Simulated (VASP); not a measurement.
# Cd3SeS2 (P3m1) in VASP: a series of runs

Cd3SeS2 is run at these levels: PBE; tasks: single point, relaxation of cell and atoms.

Program: VASP 6.6.1. These are calculated values, not measurements. Logs are shortened: lines on timing, memory, paths and dates and some standing lists are left out, and cuts for length are marked.

### 1 The cell of the first run

Symmetry: P3m1, No. 156, trigonal system. The conventional cell has a = 4.252 Å, b = 4.252 Å, c = 10.428 Å, α = 90.00°, β = 90.00°, γ = 120.00°. Within 3.4 Å of Cd (site symmetry 3m) lie 3 S at 2.59 Å and 1 Se at 2.68 Å. Within 3.4 Å of Cd (site symmetry 3m) lie 4 S at 2.57 to 2.59 Å. Within 3.4 Å of Cd (site symmetry 3m) lie 1 S at 2.56 Å and 3 Se at 2.65 Å. Se (site symmetry 3m) has 4 Cd at 2.65 to 2.68 Å within 3.5 Å. S (site symmetry 3m) has 4 Cd at 2.57 to 2.59 Å within 3.4 Å. Within 3.4 Å of S (site symmetry 3m) lie 4 Cd at 2.56 to 2.59 Å.

### 2 Single point, PBE

The input, INCAR:

```
SYSTEM = Cd3SeS2
PREC = Accurate
ENCUT = 520
EDIFF = 1E-7
ISMEAR = 0
SIGMA = 0.02
LREAL = .False.
LASPH = .True.
NELM = 60
ALGO = Normal
ISIF = 2
LWAVE = .False.
LCHARG = .False.
GGA = PE
NBANDS = 36
```

The input, KPOINTS:

```
Automatic mesh
0
Gamma
  6 6 4
  0 0 0
```

The input, POSCAR:

```
Cd3SeS2
1.0
    4.2522952076      0.0000000000      0.0000000000
   -2.1261476038      3.6825956742      0.0000000000
    0.0000000000      0.0000000000     10.4284924027
Cd Se S
3 1 2
Direct
    0.0000000000      0.0000000000      0.9909713994
    0.3333333333      0.6666666667      0.6665883905
    0.6666666667      0.3333333333      0.3429167836
    0.0000000000      0.0000000000      0.2478583651
    0.3333333333      0.6666666667      0.9130004031
    0.6666666667      0.3333333333      0.5886646583
```

Potentials or basis: VASP PAW PBE potentials, release 64 (Cd, Se, S).

Command:

```
> cat potpaw_PBE.64/Cd/POTCAR potpaw_PBE.64/Se/POTCAR potpaw_PBE.64/S/POTCAR > POTCAR
> mpirun -np 1 vasp_std > vasp.out
```

OUTCAR:

```text
SYSTEM = Cd3SeS2
   PREC = Accurate
   ENCUT = 520
   EDIFF = 1E-7
   ISMEAR = 0
   LREAL = .False.
   LASPH = .True.
   NELM = 60
   ISIF = 2
   GGA = PE

 ion  position               nearest neighbor table
   1  0.000  0.000  0.991-   5 2.59   5 2.59   5 2.59   4 2.68
   2  0.333  0.667  0.667-   5 2.57   6 2.59   6 2.59   6 2.59
   3  0.667  0.333  0.343-   6 2.56   4 2.65   4 2.65   4 2.65
   4  0.000  0.000  0.248-   3 2.65   3 2.65   3 2.65   1 2.68
   5  0.333  0.667  0.913-   2 2.57   1 2.59   1 2.59   1 2.59
   6  0.667  0.333  0.589-   3 2.56   2 2.59   2 2.59   2 2.59

  LATTYP: Found a hexagonal cell.
 ALAT       =     4.2522952076
 C/A-ratio  =     2.4524384817

  Lattice vectors:

 A1 = (   4.2522952076,   0.0000000000,   0.0000000000)
 A2 = (  -2.1261476038,   3.6825956742,   0.0000000000)
 A3 = (   0.0000000000,   0.0000000000,  10.4284924027)

Analysis of symmetry for initial positions (statically):
=====================================================================
 Subroutine PRICEL returns:
 Original cell was already a primitive cell.

 Routine SETGRP: Setting up the symmetry group for a
 hexagonal supercell.

 Subroutine GETGRP returns: Found  6 space group operations
 (whereof  6 operations were pure point group operations)
 out of a pool of 24 trial point group operations.

The static configuration has the point symmetry C_3v.

Analysis of symmetry for dynamics (positions and initial velocities):
=====================================================================
 Subroutine PRICEL returns:
 Original cell was already a primitive cell.

 Routine SETGRP: Setting up the symmetry group for a
 hexagonal supercell.

 Subroutine GETGRP returns: Found  6 space group operations
 (whereof  6 operations were pure point group operations)
 out of a pool of 24 trial point group operations.

The dynamic configuration has the point symmetry C_3v.

 Subroutine INISYM returns: Found  6 space group operations
 (whereof  6 operations are pure point group operations),
 and found     1 'primitive' translations

----------------------------------------------------------------------------------------

                                     Primitive cell

  volume of cell :     163.3048

  direct lattice vectors                    reciprocal lattice vectors
     4.252295208  0.000000000  0.000000000     0.235167116  0.135773798  0.000000000
    -2.126147604  3.682595674  0.000000000     0.000000000  0.271547595  0.000000000
[... 95 lines left out ...]
   NSW    =      0    number of steps for IOM
   IBRION =     -1    ionic relax: 0-MD 1-quasi-New 2-CG
   NFREE  =      0    steps in history (QN), initial steepest desc. (CG)
   ISIF   =      2    stress and relaxation
   ISYM   =      2    0-nonsym 1-usesym 2-fastsym
   POTIM  = 0.5000    time-step for ionic-motion
   TEBEG  =    0.0;   TEEND  =   0.0 temperature during run
   PSTRESS=    0.0 pullay stress
   NELECT =      54.0000    total number of electrons
   NUPDOWN=      -1.0000    fix difference up-down
   EMIN   =  10.00;   EMAX   =-10.00  energy-range for DOS
   EFERMI =   0.00;   METHOD = LEGACY
   ISMEAR =     0;   SIGMA  =   0.02  broadening in eV -4-tet -1-fermi 0-gaus
   EFERMI_NEDOS =   21; number of points for ismear=-14 and -15
   IALGO  =     38    algorithm
   IMIX   =      4    mixing-type and parameters
     AMIX     =   0.40;   BMIX     =  1.00
     AMIX_MAG =   1.60;   BMIX_MAG =  1.00
  volume/ion in A,a.u.               =      27.22       183.67
  Fermi-wavevector in a.u.,A,eV,Ry     =   1.132070  2.139301 17.436973  1.281581
  Thomas-Fermi vector in A             =   2.268770
   LORBIT       =      0    0 simple, 1 ext, 2 COOP (PROOUT), +10 PAW based schemes
   GGA     = PE    functional components
   LHFCALC =     F    Hartree Fock is set to
   AEXX    =    0.0000 exact exchange contribution
   IVDW    =     0    specifies the selected vdW correction
   LEPSILON=     F    determine dielectric tensor
   LRPA    =     F    only Hartree local field effects (RPA)
 non-spin polarized calculation
 Gauss-broadening in eV      SIGMA  =   0.02
  energy-cutoff  :      520.00
  volume of cell :      163.30
 maximum number of plane-waves:      4452
   NGX = 15   NGY = 15   NGZ = 39

 number of electron      54.0000003 magnetization

 Free energy of the ion-electron system (eV)
  ---------------------------------------------------
  ext. energy  EPLUGINS =         0.00000000
  ---------------------------------------------------
  free energy    TOTEN  =       -17.74828281 eV

  energy without entropy =      -17.74828281  energy(sigma->0) =      -17.74828281

 E-fermi :   1.0537     XC(G=0):  -8.8306

 val. band max:        0.9498389291   @ k =   0.0000   0.0000   0.0000
 cond. band min:       1.6135841867   @ k =   0.0000   0.0000   0.0000
 fundamental gap:      0.6637452576
 Fermi energy:         1.0536971976

 k-point     1 :       0.0000    0.0000    0.0000
  band No.  band energies     occupation
      1     -11.3784      2.00000
      2     -11.1206      2.00000
      3     -11.0874      2.00000
      4      -6.8827      2.00000
      5      -6.8827      2.00000
      6      -6.8662      2.00000
[... 925 lines left out ...]
     35       7.5161      0.00000
     36       7.8430      0.00000

------------------------ aborting loop because EDIFF is reached ----------------------------------------

  FORCE on cell =-STRESS in cart. coord.  units (eV):
  Direction    XX          YY          ZZ          XY          YZ          ZX
  --------------------------------------------------------------------------------------
  -------------------------------------------------------------------------------------
  Total        0.2858329      0.2858329      0.2862193     -0.0000000      0.0000000      0.0000000
  in kB        2.8042960      2.8042960      2.8080865     -0.0000000      0.0000000      0.0000000
  external PRESSURE =       2.8055595 kB  Pullay stress =       0.0000000 kB

 VOLUME and BASIS-vectors are now :
 -----------------------------------------------------------------------------
  energy-cutoff  :      520.00
  volume of cell :      163.30
      direct lattice vectors                 reciprocal lattice vectors
     4.252295208  0.000000000  0.000000000     0.235167116  0.135773798  0.000000000
    -2.126147604  3.682595674  0.000000000     0.000000000  0.271547595  0.000000000
     0.000000000  0.000000000 10.428492403     0.000000000  0.000000000  0.095891138

 POSITION                                       TOTAL-FORCE (eV/Angst)
 -----------------------------------------------------------------------------------
      0.00000      0.00000     10.33434         0.000000     -0.000000      0.000293
     -0.00000      2.45506      6.95151        -0.000000      0.000000     -0.001059
      2.12615      1.22753      3.57611        -0.000000      0.000000      0.002047
      0.00000      0.00000      2.58479         0.000000      0.000000     -0.006621
     -0.00000      2.45506      9.52122         0.000000      0.000000      0.004025
      2.12615      1.22753      6.13888         0.000000     -0.000000      0.001314
 -----------------------------------------------------------------------------------
    total drift:                               -0.000001      0.000001      0.000972

  FREE ENERGIE OF THE ION-ELECTRON SYSTEM (eV)
  ---------------------------------------------------
  free  energy   TOTEN  =       -17.7482828105 eV

  energy  without entropy=      -17.7482828105  energy(sigma->0) =      -17.74828281
```

stdout:

```text
POSCAR found type information on POSCAR CdSeS
 POSCAR found :  3 types and       6 ions
 scaLAPACK will be used
 LDA part: xc-table for (Slater+PW92), standard interpolation
 POSCAR, INCAR and KPOINTS ok, starting setup
 FFT: planning ... GRIDC
 FFT: planning ... GRID_SOFT
 FFT: planning ... GRID
 WAVECAR not read
 entering main loop
```

Wall time 3.2 min (1 thread of Intel Xeon 8259CL, shared host); peak memory 0.35 GiB.

What came out:

* Free energy: -17.7483 eV
* Pressure: 0.3 GPa
* Largest force: 0.007 eV/Å
* Band gap on the k mesh: 0.66 eV

Forces in eV/Å, atoms in the order of the input:
```
Cd   0.000  0.000  0.000
Cd   0.000  0.000 -0.001
Cd   0.000  0.000  0.002
Se   0.000  0.000 -0.007
S    0.000  0.000  0.004
S    0.000  0.000  0.001
```

Caveat: semilocal functionals underestimate gaps, and a narrow one can read as zero.

(Part 1 of 2 ends here.)
